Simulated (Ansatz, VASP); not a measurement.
## One calculation of MgZrC, two programs

```
CELL_PARAMETERS angstrom
4.08127 0.00000 0.00000
-2.04064 3.53449 0.00000
0.00000 0.00000 3.25376
ATOMIC_POSITIONS crystal
Mg 0.66667 0.33333 0.50000
Zr 0.00000 0.00000 0.00000
C 0.33333 0.66667 0.50000
```

Change from the starting cell: species swapped into the ErAlGa type (P-6m2, No. 187).

Alike in both runs: task single point; functional PBE; k mesh 6 × 6 × 6; occupations gaussian, width 0.1 eV; no spin polarisation.

|  | VASP | Ansatz |
| --- | --- | --- |
| version | VASP 6.6.1 | Ansatz 0.2.0 |
| potentials or method | VASP PAW PBE potentials, release 64 (Mg, Zr_sv, C), cutoff 520 eV | scalar-relativistic, plane waves, PAW |
| valence electrons in the cell | 18 | 26 |

|  | VASP | Ansatz | Ansatz less VASP |
| --- | --- | --- | --- |
| gap on the k mesh at the Fermi level (eV) | none | none | - |
| pressure (GPa) | -11.3 | -11.3 | -0.01 |
| traceless stress, the component that is largest in VASP (GPa) | 22.42 | 22.39 | -0.036 |

A gap of «none» marks a metal or a gap that the smearing closes. With one functional, cell and mesh, what is left measures potentials, basis and numerics. VASP's potentials hold 18 valence electrons a cell and Ansatz's 26, so a difference there can come from the potentials and not from the codes.
